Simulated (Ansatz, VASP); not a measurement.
## Cu3Ni2 in VASP and in Ansatz

```xyz
10
Lattice="2.5245 -0.0003 -0.0007 -1.2625 2.1868 0.0009 -0.0054 0.0056 20.8278" Properties=species:S:1:pos:R:3 pbc="T T T"
Cu   -0.0045    1.4707   17.6398
Cu    0.0020    1.4523    1.0637
Cu    0.0043    1.4626    9.3505
Cu    1.2583    0.7325   19.7627
Cu    1.2537    0.7131    3.1884
Cu    1.2656    0.7381   11.4776
Ni   -0.0006    1.4770   13.5533
Ni   -0.0070    1.4458    5.2624
Ni    1.2543    0.7472   15.5664
Ni    1.2566    0.7211    7.2752
```

Change from the starting cell: cell x1, atoms moved at random (sigma 0.05 Å) and cell strained at random (1.5 %), then relaxed without symmetry.

Alike in both runs: functional PBE; k mesh 12 × 12 × 1; occupations gaussian, width 0.2 eV; no spin polarisation.

Ansatz relaxed the structure, and its values are those at the end. VASP's run is a single point on that final structure, the one shown.

|  | VASP | Ansatz |
| --- | --- | --- |
| version | VASP 6.6.1 | Ansatz 0.2.0 |
| potentials or method | VASP PAW PBE potentials, release 64 (Cu, Ni), cutoff 520 eV | scalar-relativistic, plane waves, PAW |
| valence electrons in the cell | 106 | 186 |

|  | VASP | Ansatz | Ansatz less VASP |
| --- | --- | --- | --- |
| gap on the k mesh at the Fermi level (eV) | none | none | - |
| pressure (GPa) | 0.1 | -0.2 | -0.28 |
| rms of the force components (eV/Å) | 0.008 | 0.005 | -0.0028 |

A gap of «none» marks a metal or a gap that the smearing closes. With one functional, cell and mesh, what is left measures potentials, basis and numerics. VASP's potentials hold 106 valence electrons a cell and Ansatz's 186, so a difference there can come from the potentials and not from the codes.
